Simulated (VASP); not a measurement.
# Hg (Fm-3m) in VASP: notebook

Runs on Hg. Level: RPBE. Tasks: relaxation of cell and atoms, single point.

All numbers are computed with VASP 6.6.1; they aren't measurements. Logs are shortened: lines on timing, memory, paths and dates and some standing lists are left out, and cuts for length are marked.

## Step 1: The cell of the first run

Symmetry: Fm-3m, No. 225, cubic system. The conventional cell has a = 4.519 Å, b = 4.519 Å, c = 4.519 Å, α = 90.00°, β = 90.00°, γ = 90.00°. Within 4.2 Å of Hg (site symmetry m-3m) lie 12 Hg at 3.20 Å.

## Step 2: Relaxation of cell and atoms, RPBE

The input, INCAR:

```
SYSTEM = Hg
PREC = Accurate
ENCUT = 600
EDIFF = 1E-7
ISMEAR = -1
SIGMA = 0.1
LREAL = .False.
LASPH = .True.
NELM = 80
ALGO = Normal
ISIF = 3
LWAVE = .False.
LCHARG = .False.
GGA = RP
IBRION = 2
NSW = 80
EDIFFG = -0.01
```

The input, KPOINTS:

```
regular mesh
0
Gamma
  12 12 12
  0 0 0
```

The input, POSCAR:

```
Hg
1.0
    0.0000000000      2.2595506664      2.2595506664
    2.2595506664      0.0000000000      2.2595506664
    2.2595506664      2.2595506664      0.0000000000
Hg
1
Direct
    0.0000000000      0.0000000000      0.0000000000
```

Potentials or basis: VASP PAW PBE potentials, release 64 (Hg).

Started as:

```bash
$ cat potpaw_PBE.64/Hg/POTCAR > POTCAR
$ mpirun -np 1 vasp_std > vasp.out
```

OUTCAR:

```text
SYSTEM = Hg
   PREC = Accurate
   ENCUT = 600
   EDIFF = 1E-7
   ISMEAR = -1
   LREAL = .False.
   LASPH = .True.
   NELM = 80
   ISIF = 3
   GGA = RP
   IBRION = 2
   NSW = 80
   EDIFFG = -0.01

 ion  position               nearest neighbor table
   1  0.000  0.000  0.000-

  LATTYP: Found a face centered cubic cell.
 ALAT       =     4.5191013328

  Lattice vectors:

 A1 = (   0.0000000000,   2.2595506664,   2.2595506664)
 A2 = (   2.2595506664,   0.0000000000,   2.2595506664)
 A3 = (   2.2595506664,   2.2595506664,   0.0000000000)

Analysis of symmetry for initial positions (statically):
=====================================================================
 Subroutine PRICEL returns:
 Original cell was already a primitive cell.

 Routine SETGRP: Setting up the symmetry group for a
 face centered cubic supercell.

 Subroutine GETGRP returns: Found 48 space group operations
 (whereof 48 operations were pure point group operations)
 out of a pool of 48 trial point group operations.

The static configuration has the point symmetry O_h .

Analysis of symmetry for dynamics (positions and initial velocities):
=====================================================================
 Subroutine PRICEL returns:
 Original cell was already a primitive cell.

 Routine SETGRP: Setting up the symmetry group for a
 face centered cubic supercell.

 Subroutine GETGRP returns: Found 48 space group operations
 (whereof 48 operations were pure point group operations)
 out of a pool of 48 trial point group operations.

The dynamic configuration has the point symmetry O_h .

 Subroutine INISYM returns: Found 48 space group operations
 (whereof 48 operations are pure point group operations),
 and found     1 'primitive' translations

----------------------------------------------------------------------------------------

                                     Primitive cell

  volume of cell :      23.0726

  direct lattice vectors                    reciprocal lattice vectors
     0.000000000  2.259550666  2.259550666    -0.221282934  0.221282934  0.221282934
     2.259550666  0.000000000  2.259550666     0.221282934 -0.221282934  0.221282934
     2.259550666  2.259550666  0.000000000     0.221282934  0.221282934 -0.221282934

  length of vectors
     3.195487197  3.195487197  3.195487197     0.383273284  0.383273284  0.383273284

  position of ions in fractional coordinates (direct lattice)
     0.000000000  0.000000000  0.000000000

  ion indices of the primitive-cell ions
   primitive index   ion index
                 1           1

[... 28 lines left out ...]
  0.000000  0.000000  0.000000      1.000000
  0.083333  0.000000  0.000000      8.000000
  0.166667  0.000000  0.000000      8.000000
  0.250000  0.000000  0.000000      8.000000
  0.333333  0.000000  0.000000      8.000000
  0.416667  0.000000  0.000000      8.000000
[... 16 lines left out ...]
  0.500000  0.166667  0.000000     24.000000
 -0.416667  0.166667  0.000000     24.000000
 [... further k-points ...]
   k-points           NKPTS =     72   k-points in BZ     NKDIM =     72   number of bands    NBANDS=     10
   number of dos      NEDOS =    301   number of ions     NIONS =      1
   total plane-waves  NPLWV =  21952
   dimension x,y,z NGX =    28 NGY =   28 NGZ =   28
   dimension x,y,z NGXF=    56 NGYF=   56 NGZF=   56
   ions per type =               1
   NGX,Y,Z   is equivalent  to a cutoff of  14.57, 14.57, 14.57 a.u.
   NGXF,Y,Z  is equivalent  to a cutoff of  29.13, 29.13, 29.13 a.u.
 SYSTEM =  Hg
   PREC   = accura    normal or accurate (medium, high low for compatibility)
   ISTART =      0    job   : 0-new  1-cont  2-samecut
   ICHARG =      2    charge: 1-file 2-atom 10-const
   ISPIN  =      1    spin polarized calculation?
   LNONCOLLINEAR =      F non collinear calculations
   LSORBIT =      F    spin-orbit coupling
   LASPH  =      T    aspherical Exc in radial PAW
   ENCUT  =  600.0 eV  44.10 Ry    6.64 a.u.   6.38  6.38  6.38*2*pi/ulx,y,z
   NELM   =     80;   NELMIN=  2; NELMDL= -5     # of ELM steps
   EDIFF  = 0.1E-06   stopping-criterion for ELM
   LREAL  =      F    real-space projection
   EDIFFG = -.1E-01   stopping-criterion for IOM
   NSW    =     80    number of steps for IOM
   IBRION =      2    ionic relax: 0-MD 1-quasi-New 2-CG
   NFREE  =      1    steps in history (QN), initial steepest desc. (CG)
   ISIF   =      3    stress and relaxation
   ISYM   =      2    0-nonsym 1-usesym 2-fastsym
   POTIM  = 0.5000    time-step for ionic-motion
   TEBEG  =    0.0;   TEEND  =   0.0 temperature during run
   PSTRESS=    0.0 pullay stress
   NELECT =      12.0000    total number of electrons
   NUPDOWN=      -1.0000    fix difference up-down
   EMIN   =  10.00;   EMAX   =-10.00  energy-range for DOS
   EFERMI =   0.00;   METHOD = LEGACY
   ISMEAR =    -1;   SIGMA  =   0.10  broadening in eV -4-tet -1-fermi 0-gaus
   EFERMI_NEDOS =   21; number of points for ismear=-14 and -15
   IALGO  =     38    algorithm
   IMIX   =      4    mixing-type and parameters
     AMIX     =   0.40;   BMIX     =  1.00
     AMIX_MAG =   1.60;   BMIX_MAG =  1.00
  volume/ion in A,a.u.               =      23.07       155.70
  Fermi-wavevector in a.u.,A,eV,Ry     =   1.316547  2.487914 23.582938  1.733297
  Thomas-Fermi vector in A             =   2.446652
   LORBIT       =      0    0 simple, 1 ext, 2 COOP (PROOUT), +10 PAW based schemes
   GGA     = RP    functional components
   LHFCALC =     F    Hartree Fock is set to
   AEXX    =    0.0000 exact exchange contribution
   IVDW    =     0    specifies the selected vdW correction
   LEPSILON=     F    determine dielectric tensor
   LRPA    =     F    only Hartree local field effects (RPA)
 conjugate gradient relaxation of ions
 non-spin polarized calculation
  energy-cutoff  :      600.00
  volume of cell :       23.07
 maximum number of plane-waves:       785
 NGX is ok and might be reduce to    28
   NGX = 13   NGY = 13   NGZ = 13

--------------------------------------- Ionic step        1  -------------------------------------------

 number of electron      12.0000001 magnetization

 Free energy of the ion-electron system (eV)
  ---------------------------------------------------
  ext. energy  EPLUGINS =         0.00000000
  ---------------------------------------------------
  free energy    TOTEN  =         0.38277536 eV

  energy without entropy =        0.39242476  energy(sigma->0) =        0.38760006

 E-fermi :   3.0782     XC(G=0): -10.8673

 val. band max:        3.0425934512   @ k =  -0.4167   0.1667   0.0000
 cond. band min:       3.1597311787   @ k =  -0.3333   0.4167   0.0833
 fundamental gap:      0.1171377274
 Fermi energy:         3.0781698892
[... 772 lines left out ...]
--------------------------------------- Ionic step        5  -------------------------------------------

 number of electron      11.9999992 magnetization

 Free energy of the ion-electron system (eV)
  ---------------------------------------------------
  ext. energy  EPLUGINS =         0.00000000
  ---------------------------------------------------
  free energy    TOTEN  =         0.04429535 eV

  energy without entropy =        0.04429537  energy(sigma->0) =        0.04429536

 E-fermi :  -1.7404     XC(G=0):  -5.9483

 val. band max:       -3.4605837498   @ k =  -0.2500   0.5000   0.2500
 cond. band min:      -0.2454938980   @ k =   0.5000   0.0000   0.0000
 fundamental gap:      3.2150898519
 Fermi energy:        -1.7404404150
[... 340 lines left out ...]
  FREE ENERGIE OF THE ION-ELECTRON SYSTEM (eV)
  ---------------------------------------------------
  free  energy   TOTEN  =         0.0442953484 eV

  energy  without entropy=        0.0442953727  energy(sigma->0) =        0.04429536

 reached required accuracy - stopping structural energy minimisation
```

CONTCAR:

```text
Hg
   1.00000000000000
    -0.0000000000000000    3.1360356131290179    3.1360356131290179
     3.1360356131290179    0.0000000000000000    3.1360356131290179
     3.1360356131290179    3.1360356131290179    0.0000000000000001
  Hg
     1
Direct
     0.0000000000000000    0.0000000000000000    0.0000000000000000

  0.00000000E+00  0.00000000E+00  0.00000000E+00
```

Wall time 2 min (1 thread of Intel Xeon Platinum 8375C at 2.90GHz (Ice Lake), shared host); peak memory 0.17 GiB.

Results:

```yaml
Free_energy: 0.0443 eV
Relaxed_volume: 61.68 Å³/atom
Relaxed_cell: a = 4.435 Å, b = 4.435 Å, c = 4.435 Å, α = 60.00°, β = 60.00°, γ = 60.00°
Space_group_after_relaxing_to_0.05_Å: Fm-3m (No. 225)
Energy_gained_by_relaxing: 338.5 meV/atom
Ionic_steps: 5
Pressure_after_relaxing: 0.0 GPa
Band_gap_on_the_k_mesh: 3.22 eV, indirect (least direct gap 3.76 eV)
```

Step by step:
| step | energy change (eV) | largest force (eV/Å) | pressure (GPa) | volume (Å³) |
| --- | --- | --- | --- | --- |
| 1 | 0.0000 | 0.0000 | 8.90 | 23.07 |
| 2 | -0.1504 | 0.0000 | 3.19 | 27.62 |
| 3 | -0.2150 | 0.0000 | 2.24 | 31.42 |
| 4 | -0.2936 | 0.0000 | 0.94 | 40.03 |
| 5 | -0.3385 | 0.0000 | 0.01 | 61.68 |

Final structure:
```xyz
1
Lattice="0.0000 3.1360 3.1360 3.1360 0.0000 3.1360 3.1360 3.1360 0.0000" Properties=species:S:1:pos:R:3 pbc="T T T"
Hg    0.0000    0.0000    0.0000
```

Caveat: the volume moved by over 15 % at a fixed basis, so the end points are rough; the PAW data sets were made with another functional, which shifts forces and pressure a little; spin-orbit coupling is left out, which moves the levels of the heavy elements. A k mesh can miss the band edges.

## Step 3: Single point, RPBE

This run uses another cell than the first one, of 97.31 Å³/atom, 4.218 times its volume.

The input, INCAR:

```
SYSTEM = Hg
ALGO = Normal
EDIFF = 1E-6
ENCUT = 520
GGA = RP
ISIF = 2
ISMEAR = -1
LASPH = .True.
LCHARG = .False.
LREAL = .False.
LWAVE = .False.
NBANDS = 12
NELM = 60
PREC = Accurate
SIGMA = 0.1
```

The input, KPOINTS:

```
k-points
0
Gamma
  12 12 12
  0 0 0
```

The input, POSCAR:

```
Hg
1.0
    0.0000000000      3.6507297173      3.6507297173
    3.6507297173      0.0000000000      3.6507297173
    3.6507297173      3.6507297173      0.0000000000
Hg
1
Direct
    0.0000000000      0.0000000000      0.0000000000
```

Potentials or basis: VASP PAW PBE potentials, release 64 (Hg).

Started as:

```bash
$ cat potpaw_PBE.64/Hg/POTCAR > POTCAR
$ mpirun -np 1 vasp_std > vasp.out
```

OUTCAR:

```text
SYSTEM = Hg
   EDIFF = 1E-6
   ENCUT = 520
   GGA = RP
   ISIF = 2
   ISMEAR = -1
   LASPH = .True.
   LREAL = .False.
   NELM = 60
   PREC = Accurate

 ion  position               nearest neighbor table
   1  0.000  0.000  0.000-

  LATTYP: Found a face centered cubic cell.
 ALAT       =     7.3014594346

  Lattice vectors:

 A1 = (   0.0000000000,   3.6507297173,   3.6507297173)
 A2 = (   3.6507297173,   0.0000000000,   3.6507297173)
 A3 = (   3.6507297173,   3.6507297173,   0.0000000000)

Analysis of symmetry for initial positions (statically):
=====================================================================
 Subroutine PRICEL returns:
 Original cell was already a primitive cell.

 Routine SETGRP: Setting up the symmetry group for a
 face centered cubic supercell.

 Subroutine GETGRP returns: Found 48 space group operations
 (whereof 48 operations were pure point group operations)
 out of a pool of 48 trial point group operations.

The static configuration has the point symmetry O_h .

Analysis of symmetry for dynamics (positions and initial velocities):
[... 165 lines left out ...]
      1      -8.1803      2.00000
      2      -8.1803      2.00000
      3      -8.1803      2.00000
      4      -8.1638      2.00000
      5      -8.1638      2.00000
      6      -5.7399      2.00000
      7       3.0272      0.00000
      8       3.0272      0.00000
      9       3.0272      0.00000
     10       3.5959      0.00000
     11       6.9357      0.00000
     12       6.9357      0.00000
[... 331 lines left out ...]
 k-point    24 :      -0.4167    0.1667    0.0000
  band No.  band energies     occupation
      1      -8.1814      2.00000
      2      -8.1731      2.00000
      3      -8.1714      2.00000
      4      -8.1520      2.00000
      5      -8.1485      2.00000
      6      -4.9863      2.00000
      7      -0.4580      0.00000
      8       1.4638      0.00000
      9       2.3431      0.00000
     10       4.8898      0.00000
     11       5.8554      0.00000
     12       6.9605      0.00000

 [... further k-points ...]

------------------------ aborting loop because EDIFF is reached ----------------------------------------

  FORCE on cell =-STRESS in cart. coord.  units (eV):
  Direction    XX          YY          ZZ          XY          YZ          ZX
  --------------------------------------------------------------------------------------
  -------------------------------------------------------------------------------------
  Total        0.0050964      0.0050964      0.0050964     -0.0000000     -0.0000000      0.0000000
  in kB        0.0839078      0.0839078      0.0839078     -0.0000000     -0.0000000      0.0000000
  external PRESSURE =       0.0839078 kB  Pullay stress =       0.0000000 kB

 VOLUME and BASIS-vectors are now :
 -----------------------------------------------------------------------------
  energy-cutoff  :      520.00
  volume of cell :       97.31
      direct lattice vectors                 reciprocal lattice vectors
     0.000000000  3.650729717  3.650729717    -0.136958920  0.136958920  0.136958920
     3.650729717  0.000000000  3.650729717     0.136958920 -0.136958920  0.136958920
     3.650729717  3.650729717  0.000000000     0.136958920  0.136958920 -0.136958920

 POSITION                                       TOTAL-FORCE (eV/Angst)
 -----------------------------------------------------------------------------------
      0.00000      0.00000      0.00000        -0.000000     -0.000000     -0.000000
 -----------------------------------------------------------------------------------
    total drift:                               -0.000000      0.000000     -0.000000

  FREE ENERGIE OF THE ION-ELECTRON SYSTEM (eV)
  ---------------------------------------------------
  free  energy   TOTEN  =        -0.0346970131 eV

  energy  without entropy=       -0.0346970123  energy(sigma->0) =       -0.03469701
```

stdout:

```text
POSCAR found type information on POSCAR Hg
 POSCAR found :  1 types and       1 ions
 scaLAPACK will be used
 -----------------------------------------------------------------------------
|                                                                             |
|                                                                             |
|     You enforced a specific xc type in the INCAR file but a different       |
|     I HOPE YOU KNOW WHAT YOU ARE DOING!                                     |
|                                                                             |
 -----------------------------------------------------------------------------

 LDA part: xc-table for (Slater+PW92), standard interpolation
 POSCAR, INCAR and KPOINTS ok, starting setup
 FFT: planning ... GRIDC
 FFT: planning ... GRID_SOFT
 FFT: planning ... GRID
 WAVECAR not read
 entering main loop
```

Run time: 64 s. Hardware: 1 thread of Intel Xeon Platinum 8375C at 2.90GHz (Ice Lake), shared host; peak memory 0.28 GiB.

What came out:

- Free energy: -0.0347 eV
- Pressure: 0.0 GPa
- Band gap on the k mesh: 4.13 eV, indirect (least direct gap 4.37 eV)

Caveat: the PAW data sets were made with another functional, which shifts forces and pressure a little; spin-orbit coupling is left out, which moves the levels of the heavy elements.

[end of part 1 of 2]
